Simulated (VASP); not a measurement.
**WC: single point with PBE**

The system is WC.

```
W C
1.0
     2.90050    0.00000    0.00000
    -1.45025    2.51191    0.00000
     0.00000    0.00000    2.82900
W C
1 1
Direct
  0.00533 0.07962 0.00000
  0.66667 0.33333 0.50000
```

This cell differs from its parent crystal: atom 1 (W) moved by (-0.100, +0.200) A along x and y.

```yaml
Program: VASP 6.6.1
Task: single point
Functional: PBE
Potentials_or_basis: VASP PAW PBE potentials, release 64 (W_sv, C)
Cutoff: 520 eV
k_mesh: 18 × 18 × 16
Occupations: gaussian, width 0.15 eV
Spin: no spin polarisation
```

```json
{"Pressure": "17.3 GPa", "Largest force": "3.428 eV/Å", "Band gap on the k mesh": "zero (band 9 reaches 12.27 eV, above the bottom of band 10 at 10.64 eV)"}
```

Forces in eV/Å, atoms in the order of the input:
```
W    1.987 -2.794  0.000
C   -1.987  2.794  0.000
```

Stress tensor (GPa, compression positive):
```
23.01 -4.42  0.00
-4.42  6.12  0.00
 0.00  0.00 22.64
```

Levels at points of the mesh, in eV from the Fermi level:
```tsv
k point	band 6	band 7	band 8	band 9	band 10	band 11	band 12	band 13
(0.00, 0.00, 0.00)	-4.78	-3.65	-2.99	-0.37	2.96	3.44	3.74	5.30
(0.50, 0.00, 0.00)	-7.35	-4.52	-4.12	0.33	2.08	4.24	5.02	7.51
(0.00, 0.50, 0.00)	-6.68	-4.07	-3.20	-0.58	1.91	4.58	5.13	5.29
(0.50, 0.50, 0.00)	-7.92	-4.52	-4.06	-0.15	2.30	4.03	4.80	8.52
(0.00, 0.00, 0.50)	-8.86	-3.50	-1.00	-0.69	-0.63	2.26	3.66	6.52
(0.50, 0.00, 0.50)	-6.44	-4.65	-3.86	-0.14	4.28	5.03	5.16	9.41
(0.00, 0.50, 0.50)	-7.17	-5.30	-4.84	0.91	4.29	5.11	6.19	9.16
(0.50, 0.50, 0.50)	-6.13	-4.15	-3.82	-0.53	4.34	5.20	5.96	8.95
```

Run time: 4.9 min on 1 thread of Intel(R) Xeon(R) Platinum 8259CL CPU @ 2.50GHz (Skylake/Cascade Lake), with other jobs on the host, peak memory 0.56 GiB.

Caveat: the cell differs from its parent crystal (atom 1 (W) moved by (-0.100, +0.200) A along x and y); spin-orbit coupling is left out, which moves the levels of the heavy elements; forces of over 1 eV/Å act on the atoms, so gaps and moduli don't describe the material at rest.
